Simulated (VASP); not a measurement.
# SrAs2Pd4 (R-3m) in VASP: single point with LDA

Aim: the single point of SrAs2Pd4 with LDA.

Everything below comes from runs of VASP 6.6.1. Logs are shortened: lines on timing, memory, paths and dates and some standing lists are left out, and cuts for length are marked.

## (1) The cell of the first run

It takes space group R-3m (No. 166, trigonal). The conventional cell has a = 4.262 Å, b = 4.262 Å, c = 23.783 Å, α = 90.00°, β = 90.00°, γ = 120.00°. Sr (site symmetry -3m) has 6 As at 3.18 Å and 8 Pd at 3.43 Å within 4.2 Å. Within 3.3 Å of As (site symmetry 3m) lie 7 Pd at 2.48 to 2.84 Å and 3 Sr at 3.18 Å. Pd (site symmetry 3m) has 4 As at 2.48 to 2.84 Å and 9 Pd at 2.67 to 3.24 Å within 3.3 Å. Within 3.3 Å of Pd (site symmetry 3m) lie 3 As at 2.49 Å and 7 Pd at 2.67 to 3.24 Å.

## (2) Single point, LDA

Input file INCAR:

```
SYSTEM = SrAs2Pd4
  ALGO = Normal
  EDIFF = 1E-7
  ENCUT = 520
  GGA = CA
  ISIF = 2
  ISMEAR = -1
  LASPH = .TRUE.
  LCHARG = .TRUE.
  LELF = .TRUE.
  LREAL = .FALSE.
  LVHAR = .TRUE.
  LWAVE = .FALSE.
  NBANDS = 39
  NELM = 100
  PREC = Accurate
  SIGMA = 0.1
```

Input file KPOINTS:

```
k-points
0
G
  6 6 6
  0 0 0
```

Input file POSCAR:

```
SrAs2Pd4
1.0
    2.1311302963      3.6912259508      0.0000001552
   -2.1311302963      3.6912259508      0.0000001552
    0.0000000000     -2.4608176339      7.9275558965
Sr As Pd
1 2 4
Direct
    0.0000000000      0.0000000000      0.0000000000
    0.2487614598      0.2487614598      0.7462843795
    0.7512385402      0.7512385402      0.2537156205
    0.1443463291      0.1443463291      0.4330389873
    0.8556536709      0.8556536709      0.5669610127
    0.4335994551      0.4335994551      0.3007983654
    0.5664005449      0.5664005449      0.6992016346
```

Potentials or basis: VASP PAW LDA potentials, release 64 (Sr_sv, As, Pd).

Started as:

```console
cat potpaw_LDA.64/Sr_sv/POTCAR potpaw_LDA.64/As/POTCAR potpaw_LDA.64/Pd/POTCAR > POTCAR
mpirun -np 1 vasp_std > vasp.out
```

OUTCAR:

```text
SYSTEM = SrAs2Pd4
   EDIFF = 1E-7
   ENCUT = 520
   GGA = CA
   ISIF = 2
   ISMEAR = -1
   LASPH = .TRUE.
   LREAL = .FALSE.
   NELM = 100
   PREC = Accurate

 ion  position               nearest neighbor table
   1  0.000  0.000  0.000-   2 3.18   3 3.18   3 3.18   3 3.18   2 3.18   2 3.18   6 3.43   7 3.43
                             7 3.43   6 3.43   7 3.43   6 3.43   4 3.43   5 3.43
   2  0.249  0.249  0.746-   4 2.48   7 2.49   7 2.49   7 2.49   5 2.84   5 2.84   5 2.84   1 3.18
                             1 3.18   1 3.18
   3  0.751  0.751  0.254-   5 2.48   6 2.49   6 2.49   6 2.49   4 2.84   4 2.84   4 2.84   1 3.18
                             1 3.18   1 3.18
   4  0.144  0.144  0.433-   2 2.48   6 2.67   6 2.67   6 2.67   5 2.68   5 2.68   5 2.68   3 2.84
                             3 2.84   3 2.84   7 3.24   7 3.24   7 3.24   1 3.43
   5  0.856  0.856  0.567-   3 2.48   7 2.67   7 2.67   7 2.67   4 2.68   4 2.68   4 2.68   2 2.84
                             2 2.84   2 2.84   6 3.24   6 3.24   6 3.24   1 3.43
   6  0.434  0.434  0.301-   3 2.49   3 2.49   3 2.49   4 2.67   4 2.67   4 2.67   7 3.16   5 3.24
                             5 3.24   5 3.24   1 3.43   1 3.43   1 3.43
   7  0.566  0.566  0.699-   2 2.49   2 2.49   2 2.49   5 2.67   5 2.67   5 2.67   6 3.16   4 3.24
                             4 3.24   4 3.24   1 3.43   1 3.43   1 3.43

  LATTYP: Found a trigonal (rhomboedric) cell.
 ALAT       =     8.3007087600
 COS(alpha) =     0.8681683617

  Lattice vectors:

 A1 = (  -2.1311302963,   1.2304083169,   7.9275560517)
 A2 = (   0.0000000000,  -2.4608176339,   7.9275558965)
 A3 = (   2.1311302963,   1.2304083169,   7.9275560517)

Analysis of symmetry for initial positions (statically):
=====================================================================
 Subroutine PRICEL returns:
 Original cell was already a primitive cell.

 Routine SETGRP: Setting up the symmetry group for a
 trigonal (rhombohedral) supercell.

 Subroutine GETGRP returns: Found 12 space group operations
 (whereof 12 operations were pure point group operations)
 out of a pool of 12 trial point group operations.

The static configuration has the point symmetry D_3d.

Analysis of symmetry for dynamics (positions and initial velocities):
=====================================================================
 Subroutine PRICEL returns:
 Original cell was already a primitive cell.

 Routine SETGRP: Setting up the symmetry group for a
 trigonal (rhombohedral) supercell.

 Subroutine GETGRP returns: Found 12 space group operations
 (whereof 12 operations were pure point group operations)
 out of a pool of 12 trial point group operations.

The dynamic configuration has the point symmetry D_3d.

 Subroutine INISYM returns: Found 12 space group operations
 (whereof 12 operations are pure point group operations),
[... 116 lines left out ...]
   PSTRESS=    0.0 pullay stress
   NELECT =      60.0000    total number of electrons
   NUPDOWN=      -1.0000    fix difference up-down
   EMIN   =  10.00;   EMAX   =-10.00  energy-range for DOS
   EFERMI =   0.00;   METHOD = LEGACY
   ISMEAR =    -1;   SIGMA  =   0.10  broadening in eV -4-tet -1-fermi 0-gaus
   EFERMI_NEDOS =   21; number of points for ismear=-14 and -15
   IALGO  =     38    algorithm
   IMIX   =      4    mixing-type and parameters
     AMIX     =   0.40;   BMIX     =  1.00
     AMIX_MAG =   1.60;   BMIX_MAG =  1.00
  volume/ion in A,a.u.               =      17.82       120.24
  Fermi-wavevector in a.u.,A,eV,Ry     =   1.282750  2.424046 22.387664  1.645447
  Thomas-Fermi vector in A             =   2.415043
   LORBIT       =      0    0 simple, 1 ext, 2 COOP (PROOUT), +10 PAW based schemes
   GGA     = CA    functional components
   LHFCALC =     F    Hartree Fock is set to
   AEXX    =    0.0000 exact exchange contribution
   IVDW    =     0    specifies the selected vdW correction
   LEPSILON=     F    determine dielectric tensor
   LRPA    =     F    only Hartree local field effects (RPA)
 non-spin polarized calculation
  energy-cutoff  :      520.00
  volume of cell :      124.72
 maximum number of plane-waves:      3386
   NGX = 15   NGY = 15   NGZ = 31

 number of electron      59.9999993 magnetization

 Free energy of the ion-electron system (eV)
  ---------------------------------------------------
  ext. energy  EPLUGINS =         0.00000000
  ---------------------------------------------------
  free energy    TOTEN  =       -42.99015401 eV

  energy without entropy =      -42.83303397  energy(sigma->0) =      -42.91159399

 E-fermi :   7.6191     XC(G=0): -11.8196

 val. band max:        7.6082422932   @ k =  -0.3333  -0.0000   0.1667
 cond. band min:       7.6326020668   @ k =   0.3333   0.1667   0.3333
 fundamental gap:      0.0243597736
 Fermi energy:         7.6191390698

 k-point     1 :       0.0000    0.0000    0.0000
  band No.  band energies     occupation
      1     -27.2257      2.00000
      2      -9.5451      2.00000
      3      -9.3241      2.00000
      4      -9.3241      2.00000
      5      -4.8379      2.00000
      6      -4.1151      2.00000
[... 997 lines left out ...]
     38      13.2563      0.00000
     39      13.3176      0.00000

 [... further k-points ...]

------------------------ aborting loop because EDIFF is reached ----------------------------------------

  FORCE on cell =-STRESS in cart. coord.  units (eV):
  Direction    XX          YY          ZZ          XY          YZ          ZX
  --------------------------------------------------------------------------------------
  -------------------------------------------------------------------------------------
  Total        0.1306726      0.1306726     -1.0340544      0.0000000      0.0000000      0.0000000
  in kB        1.6785918      1.6785918    -13.2832399      0.0000000      0.0000006      0.0000000
  external PRESSURE =      -3.3086854 kB  Pullay stress =       0.0000000 kB

 VOLUME and BASIS-vectors are now :
 -----------------------------------------------------------------------------
  energy-cutoff  :      520.00
  volume of cell :      124.72
      direct lattice vectors                 reciprocal lattice vectors
     2.131130296  3.691225951  0.000000155     0.234617283  0.135456350  0.042047433
    -2.131130296  3.691225951  0.000000155    -0.234617283  0.135456350  0.042047433
     0.000000000 -2.460817634  7.927555897     0.000000000 -0.000000005  0.126142281

 POSITION                                       TOTAL-FORCE (eV/Angst)
 -----------------------------------------------------------------------------------
      0.00000      0.00000      0.00000         0.000000     -0.000000      0.000000
      0.00000     -0.00000      5.91621         0.000000     -0.000000      0.025067
      0.00000      4.92163      2.01134         0.000000      0.000000     -0.025067
      0.00000     -0.00000      3.43294         0.000000      0.000000     -0.026870
      0.00000      4.92163      4.49462         0.000000     -0.000000      0.026870
      0.00000      2.46082      2.38460         0.000000     -0.000000      0.002389
      0.00000      2.46082      5.54296         0.000000      0.000000     -0.002389
 -----------------------------------------------------------------------------------
    total drift:                                0.000000     -0.000000     -0.000000

  FREE ENERGIE OF THE ION-ELECTRON SYSTEM (eV)
  ---------------------------------------------------
  free  energy   TOTEN  =       -42.9901540124 eV

  energy  without entropy=      -42.8330339723  energy(sigma->0) =      -42.91159399
```

OSZICAR:

```text
N       E                     dE             d eps       ncg     rms          rms(c)
DAV:   1     0.371405294586E+03    0.37141E+03   -0.29333E+04  2496   0.147E+03
DAV:   2    -0.259600707839E+02   -0.39737E+03   -0.37944E+03  2735   0.322E+02
DAV:   3    -0.438926803167E+02   -0.17933E+02   -0.17598E+02  3229   0.644E+01
DAV:   4    -0.443835970248E+02   -0.49092E+00   -0.48983E+00  3682   0.893E+00
DAV:   5    -0.443911776264E+02   -0.75806E-02   -0.75792E-02  3122   0.100E+00    0.270E+01
DAV:   6    -0.433887007860E+02    0.10025E+01   -0.76659E+00  2936   0.176E+01    0.132E+01
DAV:   7    -0.431663833428E+02    0.22232E+00   -0.27839E+00  2901   0.107E+01    0.786E+00
DAV:   8    -0.430075696474E+02    0.15881E+00   -0.54880E-01  2822   0.557E+00    0.150E+00
DAV:   9    -0.429918435634E+02    0.15726E-01   -0.11156E-01  2883   0.330E+00    0.602E-01
DAV:  10    -0.429902019996E+02    0.16416E-02   -0.13326E-02  2810   0.930E-01    0.285E-01
DAV:  11    -0.429901775522E+02    0.24447E-04   -0.19131E-03  3012   0.261E-01    0.861E-02
DAV:  12    -0.429901622310E+02    0.15321E-04   -0.22639E-04  3146   0.116E-01    0.317E-02
DAV:  13    -0.429901542393E+02    0.79917E-05   -0.40776E-05  2915   0.612E-02    0.100E-02
DAV:  14    -0.429901541199E+02    0.11938E-06   -0.27220E-06  2980   0.922E-03    0.393E-03
DAV:  15    -0.429901540139E+02    0.10600E-06   -0.59754E-07  3082   0.340E-03    0.131E-03
DAV:  16    -0.429901540124E+02    0.15516E-08   -0.47065E-08  1577   0.135E-03
   1 F= -.42990154E+02 E0= -.42911594E+02  d E =-.157120E+00
```

It used 570 s of CPU time on 1 thread of AMD EPYC 7R13 Processor (Zen 3), with other jobs on the host.

Results:

```yaml
Free_energy: -42.9902 eV
Pressure: -0.3 GPa
Largest_force: 0.027 eV/Å
Band_gap_on_the_k_mesh: zero (band 30 reaches 8.98 eV, above the bottom of band 31 at 7.25 eV)
```

Forces in eV/Å, atoms in the order of the input:
```
Sr   0.000  0.000  0.000
As   0.000  0.000  0.025
As   0.000  0.000 -0.025
Pd   0.000  0.000 -0.027
Pd   0.000  0.000  0.027
Pd   0.000  0.000  0.002
Pd   0.000  0.000 -0.002
```
